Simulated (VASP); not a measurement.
# BaTiO3 (Pm-3m) in VASP: a series of runs

BaTiO3 is run at these levels: PBE; tasks: electric field gradients.

All numbers are computed with VASP 6.6.1; they aren't measurements. Logs are shortened: lines on timing, memory, paths and dates and some standing lists are left out, and cuts for length are marked.

### 1 The cell of the first run

Symmetry: Pm-3m, No. 221, cubic system. The conventional cell has a = 3.925 Å, b = 3.925 Å, c = 3.925 Å, α = 90.00°, β = 90.00°, γ = 90.00°. Ba (site symmetry m-3m) has 12 O at 2.78 Å and 8 Ti at 3.40 Å within 3.7 Å. Ti (site symmetry m-3m) has 6 O at 1.96 Å within 2.6 Å. O (site symmetry 4/mmm) has 2 Ti at 1.96 Å within 2.6 Å.

### 2 Electric field gradients, PBE (12.10 Å³/atom)

Input file INCAR:

```
  PREC = Accurate
  ENCUT = 520
  EDIFF = 1E-8
  ISMEAR = -1
  SIGMA = 0.05
  LREAL = False
  LASPH = True
  NELM = 80
  ALGO = Normal
  ISIF = 2
  LWAVE = False
  LCHARG = False
  GGA = PE
  LEFG = True
  NBANDS = 28
```

Input file KPOINTS:

```
Automatic mesh
0
Gamma
  8 8 8
```

Input file POSCAR:

```
BaTiO3
1.0
    3.9254954135      0.0000000000      0.0000000000
    0.0000000000      3.9254954135      0.0000000000
    0.0000000000      0.0000000000      3.9254954135
Ba Ti O
1 1 3
Direct
    0.5000000000      0.5000000000      0.5000000000
    0.0000000000      0.0000000000      0.0000000000
    0.5000000000      0.0000000000      0.0000000000
    0.0000000000      0.5000000000      0.0000000000
    0.0000000000      0.0000000000      0.5000000000
```

Potentials or basis: VASP PAW PBE potentials, release 64 (Ba_sv, Ti_sv, O).

Run with:

```sh
$ cat potpaw_PBE.64/Ba_sv/POTCAR potpaw_PBE.64/Ti_sv/POTCAR potpaw_PBE.64/O/POTCAR > POTCAR
$ mpirun -np 1 vasp_std > vasp.out
```

OUTCAR:

```text
PREC = Accurate
   ENCUT = 520
   EDIFF = 1E-8
   ISMEAR = -1
   LREAL = False
   LASPH = True
   NELM = 80
   ISIF = 2
   GGA = PE

 ion  position               nearest neighbor table
   1  0.500  0.500  0.500-   3 2.78   4 2.78   5 2.78   3 2.78   4 2.78   3 2.78   5 2.78   3 2.78
                             4 2.78   5 2.78   4 2.78   5 2.78   2 3.40   2 3.40   2 3.40   2 3.40
   2  0.000  0.000  0.000-   3 1.96   4 1.96   5 1.96   5 1.96   4 1.96   3 1.96   1 3.40   1 3.40
                             1 3.40   1 3.40   1 3.40   1 3.40   1 3.40   1 3.40
   3  0.500  0.000  0.000-   2 1.96   2 1.96   1 2.78   1 2.78   1 2.78   1 2.78
   4  0.000  0.500  0.000-   2 1.96   2 1.96   1 2.78   1 2.78   1 2.78   1 2.78
   5  0.000  0.000  0.500-   2 1.96   2 1.96   1 2.78   1 2.78   1 2.78   1 2.78

  LATTYP: Found a simple cubic cell.
 ALAT       =     3.9254954135

  Lattice vectors:

 A1 = (   3.9254954135,   0.0000000000,   0.0000000000)
 A2 = (   0.0000000000,   3.9254954135,   0.0000000000)
 A3 = (   0.0000000000,   0.0000000000,   3.9254954135)

Analysis of symmetry for initial positions (statically):
=====================================================================
 Subroutine PRICEL returns:
 Original cell was already a primitive cell.

 Routine SETGRP: Setting up the symmetry group for a
 simple cubic supercell.

 Subroutine GETGRP returns: Found 48 space group operations
 (whereof 48 operations were pure point group operations)
 out of a pool of 48 trial point group operations.

The static configuration has the point symmetry O_h .

Analysis of symmetry for dynamics (positions and initial velocities):
=====================================================================
 Subroutine PRICEL returns:
 Original cell was already a primitive cell.

 Routine SETGRP: Setting up the symmetry group for a
 simple cubic supercell.

 Subroutine GETGRP returns: Found 48 space group operations
 (whereof 48 operations were pure point group operations)
 out of a pool of 48 trial point group operations.

The dynamic configuration has the point symmetry O_h .

 Subroutine INISYM returns: Found 48 space group operations
 (whereof 48 operations are pure point group operations),
 and found     1 'primitive' translations

[... 154 lines left out ...]

 k-point     1 :       0.0000    0.0000    0.0000
  band No.  band energies     occupation
      1     -52.0910      2.00000
      2     -28.3367      2.00000
      3     -28.3367      2.00000
      4     -28.3367      2.00000
      5     -20.3963      2.00000
      6     -12.7233      2.00000
[... 733 lines left out ...]
     27      12.8122      0.00000
     28      13.7083      0.00000

 [... further k-points ...]

------------------------ aborting loop because EDIFF is reached ----------------------------------------

  FORCE on cell =-STRESS in cart. coord.  units (eV):
  Direction    XX          YY          ZZ          XY          YZ          ZX
  --------------------------------------------------------------------------------------
  -------------------------------------------------------------------------------------
  Total        5.9442477      5.9442477      5.9442477      0.0000000      0.0000000      0.0000000
  in kB      157.4432538    157.4432538    157.4432538      0.0000000      0.0000000      0.0000000
  external PRESSURE =     157.4432538 kB  Pullay stress =       0.0000000 kB

 VOLUME and BASIS-vectors are now :
 -----------------------------------------------------------------------------
  energy-cutoff  :      520.00
  volume of cell :       60.49
      direct lattice vectors                 reciprocal lattice vectors
     3.925495414  0.000000000  0.000000000     0.254744916  0.000000000  0.000000000
     0.000000000  3.925495414  0.000000000     0.000000000  0.254744916  0.000000000
     0.000000000  0.000000000  3.925495414     0.000000000  0.000000000  0.254744916

 POSITION                                       TOTAL-FORCE (eV/Angst)
 -----------------------------------------------------------------------------------
      1.96275      1.96275      1.96275         0.000000      0.000000      0.000000
      0.00000      0.00000      0.00000         0.000000      0.000000      0.000000
      1.96275      0.00000      0.00000         0.000000      0.000000      0.000000
      0.00000      1.96275      0.00000         0.000000      0.000000      0.000000
      0.00000      0.00000      1.96275         0.000000      0.000000      0.000000
 -----------------------------------------------------------------------------------
    total drift:                                0.000000     -0.000000      0.000000

  FREE ENERGIE OF THE ION-ELECTRON SYSTEM (eV)
  ---------------------------------------------------
  free  energy   TOTEN  =       -39.7470846851 eV

  energy  without entropy=      -39.7470846843  energy(sigma->0) =      -39.74708468

 Electric field gradients (V/A^2)
---------------------------------------------------------------------
 ion       V_xx      V_yy      V_zz      V_xy      V_xz      V_yz
---------------------------------------------------------------------
   1       0.000     0.000     0.000    -0.000     0.000     0.000
   2       0.000     0.000    -0.000    -0.000    -0.000    -0.000
   3      19.637    -9.819    -9.819    -0.000     0.000    -0.000
   4      -9.819    19.637    -9.819    -0.000     0.000     0.000
   5      -9.819    -9.819    19.637     0.000    -0.000    -0.000
---------------------------------------------------------------------

 Electric field gradients after diagonalization (V/A^2)
 (convention: |V_zz| > |V_xx| > |V_yy|)
----------------------------------------------------------------------
 ion       V_xx      V_yy      V_zz     asymmetry (V_yy - V_xx)/ V_zz
----------------------------------------------------------------------
   1       0.000     0.000     0.000      -0.108
   2       0.000     0.000    -0.000       0.250
   3      -9.819    -9.819    19.637       0.000
   4      -9.819    -9.819    19.637       0.000
   5      -9.819    -9.819    19.637       0.000
----------------------------------------------------------------------

           NMR quadrupolar parameters

 Cq : quadrupolar parameter    Cq=e*Q*V_zz/h
 eta: asymmetry parameters     (V_yy - V_xx)/ V_zz
 Q  : nuclear electric quadrupole moment in mb (millibarn)
----------------------------------------------------------------------
 ion       Cq(MHz)       eta       Q (mb)
----------------------------------------------------------------------
   1       0.000      -0.108       1.000
   2      -0.000       0.250       1.000
   3       0.047       0.000       1.000
   4       0.047       0.000       1.000
   5       0.047       0.000       1.000
----------------------------------------------------------------------
```

stdout:

```text
POSCAR found type information on POSCAR BaTiO
 POSCAR found :  3 types and       5 ions
 scaLAPACK will be used
 LDA part: xc-table for (Slater+PW92), standard interpolation
 POSCAR, INCAR and KPOINTS ok, starting setup
 FFT: planning ... GRIDC
 FFT: planning ... GRID_SOFT
 FFT: planning ... GRID
 WAVECAR not read
 entering main loop
ion   1

ion   2

ion   3

ion   4

ion   5
```

Wall time 2.1 min (1 thread of Intel Xeon 8259CL, shared host); peak memory 0.21 GiB.

Results:

| Property | Result |
| --- | --- |
| Free energy | -39.7471 eV |
| Pressure | 15.7 GPa |
| Band gap on the k mesh | 1.86 eV (least direct gap 1.94 eV) |
| Largest electric field gradient by atom | Ba +0.0; Ti +0.0; O +19.6 V/Å² |

Levels at points of the mesh, in eV from the valence-band top:
```tsv
k point	band 16	band 17	band 18	band 19	band 20	band 21	band 22	band 23	band 24	band 25
(0.00, 0.00, 0.00)	-1.19	-1.19	-0.09	-0.09	-0.09	1.86	1.86	1.86	4.31	4.31
(0.50, 0.00, 0.00)	-2.02	-1.90	-1.90	-0.71	-0.71	2.05	3.79	3.79	4.33	6.50
(0.50, 0.50, 0.00)	-2.91	-1.69	-0.83	-0.83	-0.10	3.80	3.80	4.23	5.26	8.17
(0.50, 0.50, 0.50)	-2.37	-2.37	0.00	0.00	0.00	4.53	4.53	4.53	6.99	6.99
```

Electric field gradients, principal values (V/Å²):
| atom | least | middle | greatest (by size) |
| --- | --- | --- | --- |
| 1 Ba | 0.000 | 0.000 | 0.000 |
| 2 Ti | 0.000 | 0.000 | 0.000 |
| 3 O | -9.819 | -9.819 | 19.637 |
| 4 O | -9.819 | -9.819 | 19.637 |
| 5 O | -9.819 | -9.819 | 19.637 |

Caveat: the cell stands under pressure; without QUAD_EFG the Cq values of the log hold for a quadrupole moment of 1 mb, not for the nuclei; spin-orbit coupling is left out, which moves the levels of the heavy elements. A k mesh can miss the band edges.

### 3 Electric field gradients, PBE (12.61 Å³/atom)

This run uses another cell than the first one, of 12.61 Å³/atom.

Input file INCAR:

```
SYSTEM = BaTiO3
ALGO = Normal
EDIFF = 1E-8
ENCUT = 520
GGA = PE
ISIF = 2
ISMEAR = -1
LASPH = .True.
LCHARG = .False.
LEFG = .True.
LREAL = .False.
LWAVE = .False.
NBANDS = 28
NELM = 100
PREC = Accurate
SIGMA = 0.05
```

Input file KPOINTS:

```
k-points
0
Gamma
  8 8 8
  0 0 0
```

Changes to POSCAR since step 2:

```diff
@@ -2,5 +2,5 @@
 1.0
-    3.9254954135      0.0000000000      0.0000000000
-    0.0000000000      3.9254954135      0.0000000000
-    0.0000000000      0.0000000000      3.9254954135
+    3.9804045588      0.0000000000      0.0000000000
+    0.0000000000      3.9804045588      0.0000000000
+    0.0000000000      0.0000000000      3.9804045588
 Ba Ti O
```

Potentials or basis: VASP PAW PBE potentials, release 64 (Ba_sv, Ti_sv, O).

Run with:

```sh
$ cat potpaw_PBE.64/Ba_sv/POTCAR potpaw_PBE.64/Ti_sv/POTCAR potpaw_PBE.64/O/POTCAR > POTCAR
$ mpirun -np 1 vasp_std > vasp.out
```

OUTCAR:

```text
SYSTEM = BaTiO3
   EDIFF = 1E-8
   ENCUT = 520
   GGA = PE
   ISIF = 2
   ISMEAR = -1
   LASPH = .True.
   LREAL = .False.
   NELM = 100
   PREC = Accurate

 ion  position               nearest neighbor table
   1  0.500  0.500  0.500-   3 2.81   4 2.81   5 2.81   3 2.81   4 2.81   3 2.81   5 2.81   3 2.81
                             4 2.81   5 2.81   4 2.81   5 2.81   2 3.45   2 3.45   2 3.45   2 3.45
   2  0.000  0.000  0.000-   3 1.99   4 1.99   5 1.99   5 1.99   4 1.99   3 1.99   1 3.45   1 3.45
                             1 3.45   1 3.45   1 3.45   1 3.45   1 3.45   1 3.45
   3  0.500  0.000  0.000-   2 1.99   2 1.99   1 2.81   1 2.81   1 2.81   1 2.81
   4  0.000  0.500  0.000-   2 1.99   2 1.99   1 2.81   1 2.81   1 2.81   1 2.81
   5  0.000  0.000  0.500-   2 1.99   2 1.99   1 2.81   1 2.81   1 2.81   1 2.81

  LATTYP: Found a simple cubic cell.
 ALAT       =     3.9804045588

  Lattice vectors:

 A1 = (   3.9804045588,   0.0000000000,   0.0000000000)
 A2 = (   0.0000000000,   3.9804045588,   0.0000000000)
 A3 = (   0.0000000000,   0.0000000000,   3.9804045588)

Analysis of symmetry for initial positions (statically):
=====================================================================
 Subroutine PRICEL returns:
 Original cell was already a primitive cell.

 Routine SETGRP: Setting up the symmetry group for a
 simple cubic supercell.

 Subroutine GETGRP returns: Found 48 space group operations
 (whereof 48 operations were pure point group operations)
 out of a pool of 48 trial point group operations.

The static configuration has the point symmetry O_h .

Analysis of symmetry for dynamics (positions and initial velocities):
=====================================================================
 Subroutine PRICEL returns:
 Original cell was already a primitive cell.

 Routine SETGRP: Setting up the symmetry group for a
 simple cubic supercell.

 Subroutine GETGRP returns: Found 48 space group operations
 (whereof 48 operations were pure point group operations)
 out of a pool of 48 trial point group operations.

The dynamic configuration has the point symmetry O_h .

 Subroutine INISYM returns: Found 48 space group operations
 (whereof 48 operations are pure point group operations),
 and found     1 'primitive' translations

----------------------------------------------------------------------------------------

                                     Primitive cell

  volume of cell :      63.0640

  direct lattice vectors                    reciprocal lattice vectors
     3.980404559  0.000000000  0.000000000     0.251230744  0.000000000  0.000000000
     0.000000000  3.980404559  0.000000000     0.000000000  0.251230744  0.000000000
     0.000000000  0.000000000  3.980404559     0.000000000  0.000000000  0.251230744

  length of vectors
     3.980404559  3.980404559  3.980404559     0.251230744  0.251230744  0.251230744

  position of ions in fractional coordinates (direct lattice)
     0.500000000  0.500000000  0.500000000
     0.000000000  0.000000000  0.000000000
     0.500000000  0.000000000  0.000000000
     0.000000000  0.500000000  0.000000000
     0.000000000  0.000000000  0.500000000

[... 100 lines left out ...]
  volume/ion in A,a.u.               =      12.61        85.12
  Fermi-wavevector in a.u.,A,eV,Ry     =   1.406590  2.658070 26.919075  1.978496
  Thomas-Fermi vector in A             =   2.528935
   LORBIT       =      0    0 simple, 1 ext, 2 COOP (PROOUT), +10 PAW based schemes
   GGA     = PE    functional components
   LHFCALC =     F    Hartree Fock is set to
   AEXX    =    0.0000 exact exchange contribution
   IVDW    =     0    specifies the selected vdW correction
   LEPSILON=     F    determine dielectric tensor
   LRPA    =     F    only Hartree local field effects (RPA)
 non-spin polarized calculation
  energy-cutoff  :      520.00
  volume of cell :       63.06
 maximum number of plane-waves:      1743
 NGX is ok and might be reduce to    30
   NGX = 15   NGY = 15   NGZ = 15

 number of electron      39.9999977 magnetization

 Free energy of the ion-electron system (eV)
  ---------------------------------------------------
  ext. energy  EPLUGINS =         0.00000000
  ---------------------------------------------------
  free energy    TOTEN  =       -39.92991727 eV

  energy without entropy =      -39.92991727  energy(sigma->0) =      -39.92991727

 E-fermi :   4.8680     XC(G=0): -11.3481

 val. band max:        3.9635101219   @ k =   0.5000   0.5000   0.5000
 cond. band min:       5.7414079448   @ k =   0.0000   0.0000   0.0000
 fundamental gap:      1.7778978229
 Fermi energy:         4.8680110220

 k-point     1 :       0.0000    0.0000    0.0000
  band No.  band energies     occupation
      1     -52.6041      2.00000
      2     -28.8243      2.00000
      3     -28.8243      2.00000
      4     -28.8243      2.00000
      5     -20.8128      2.00000
      6     -12.9677      2.00000
[... 733 lines left out ...]
     27      12.2503      0.00000
     28      13.0852      0.00000

 [... further k-points ...]

------------------------ aborting loop because EDIFF is reached ----------------------------------------

  FORCE on cell =-STRESS in cart. coord.  units (eV):
  Direction    XX          YY          ZZ          XY          YZ          ZX
  --------------------------------------------------------------------------------------
  -------------------------------------------------------------------------------------
  Total        2.7428747      2.7428747      2.7428747      0.0000000      0.0000000      0.0000000
  in kB       69.6842932     69.6842932     69.6842932      0.0000000      0.0000000      0.0000000
  external PRESSURE =      69.6842932 kB  Pullay stress =       0.0000000 kB

 VOLUME and BASIS-vectors are now :
 -----------------------------------------------------------------------------
  energy-cutoff  :      520.00
  volume of cell :       63.06
      direct lattice vectors                 reciprocal lattice vectors
     3.980404559  0.000000000  0.000000000     0.251230744  0.000000000  0.000000000
     0.000000000  3.980404559  0.000000000     0.000000000  0.251230744  0.000000000
     0.000000000  0.000000000  3.980404559     0.000000000  0.000000000  0.251230744

 POSITION                                       TOTAL-FORCE (eV/Angst)
 -----------------------------------------------------------------------------------
      1.99020      1.99020      1.99020         0.000000      0.000000      0.000000
      0.00000      0.00000      0.00000         0.000000      0.000000      0.000000
      1.99020      0.00000      0.00000         0.000000      0.000000      0.000000
      0.00000      1.99020      0.00000         0.000000      0.000000      0.000000
      0.00000      0.00000      1.99020         0.000000      0.000000      0.000000
 -----------------------------------------------------------------------------------
    total drift:                                0.000000     -0.000000      0.000000

  FREE ENERGIE OF THE ION-ELECTRON SYSTEM (eV)
  ---------------------------------------------------
  free  energy   TOTEN  =       -39.9299172733 eV

  energy  without entropy=      -39.9299172716  energy(sigma->0) =      -39.92991727

 Electric field gradients (V/A^2)
---------------------------------------------------------------------
 ion       V_xx      V_yy      V_zz      V_xy      V_xz      V_yz
---------------------------------------------------------------------
   1       0.000     0.000    -0.000    -0.000     0.000     0.000
   2       0.000     0.000    -0.000     0.000    -0.000    -0.000
   3      23.393   -11.697   -11.697    -0.000    -0.000    -0.000
   4     -11.697    23.393   -11.697    -0.000     0.000    -0.000
   5     -11.697   -11.697    23.393     0.000     0.000    -0.000
---------------------------------------------------------------------

 Electric field gradients after diagonalization (V/A^2)
 (convention: |V_zz| > |V_xx| > |V_yy|)
----------------------------------------------------------------------
 ion       V_xx      V_yy      V_zz     asymmetry (V_yy - V_xx)/ V_zz
----------------------------------------------------------------------
   1      -0.000     0.000     0.000       0.347
   2       0.000     0.000    -0.000       0.046
   3     -11.697   -11.697    23.393       0.000
   4     -11.697   -11.697    23.393       0.000
   5     -11.697   -11.697    23.393       0.000
----------------------------------------------------------------------

           NMR quadrupolar parameters

 Cq : quadrupolar parameter    Cq=e*Q*V_zz/h
 eta: asymmetry parameters     (V_yy - V_xx)/ V_zz
 Q  : nuclear electric quadrupole moment in mb (millibarn)
----------------------------------------------------------------------
 ion       Cq(MHz)       eta       Q (mb)
----------------------------------------------------------------------
   1       0.000       0.347       1.000
   2      -0.000       0.046       1.000
   3       0.057       0.000       1.000
   4       0.057       0.000       1.000
   5       0.057       0.000       1.000
----------------------------------------------------------------------
```

stdout:

```text
POSCAR found type information on POSCAR BaTiO
 POSCAR found :  3 types and       5 ions
 scaLAPACK will be used
 LDA part: xc-table for (Slater+PW92), standard interpolation
 POSCAR, INCAR and KPOINTS ok, starting setup
 FFT: planning ... GRIDC
 FFT: planning ... GRID_SOFT
 FFT: planning ... GRID
 WAVECAR not read
 entering main loop
ion   1

ion   2

ion   3

ion   4

ion   5
```

Run time: 2.1 min. Hardware: 1 thread of Intel Xeon 8259CL, shared host; peak memory 0.21 GiB.

What came out:

| Item | Value |
| --- | --- |
| Free energy | -39.9299 eV |
| Pressure | 7.0 GPa |
| Band gap on the k mesh | 1.78 eV (least direct gap 1.91 eV) |
| Largest electric field gradient by atom | Ba -0.0; Ti +0.0; O +23.4 V/Å² |

Electric field gradients, principal values (V/Å²):
```
atom    least   middle  greatest (by size)
1 Ba    0.000    0.000               0.000
2 Ti    0.000    0.000               0.000
 3 O  -11.697  -11.697              23.393
 4 O  -11.697  -11.697              23.393
 5 O  -11.697  -11.697              23.393
```

Caveat: the cell stands under pressure; without QUAD_EFG the Cq values of the log hold for a quadrupole moment of 1 mb, not for the nuclei; spin-orbit coupling is left out, which moves the levels of the heavy elements.
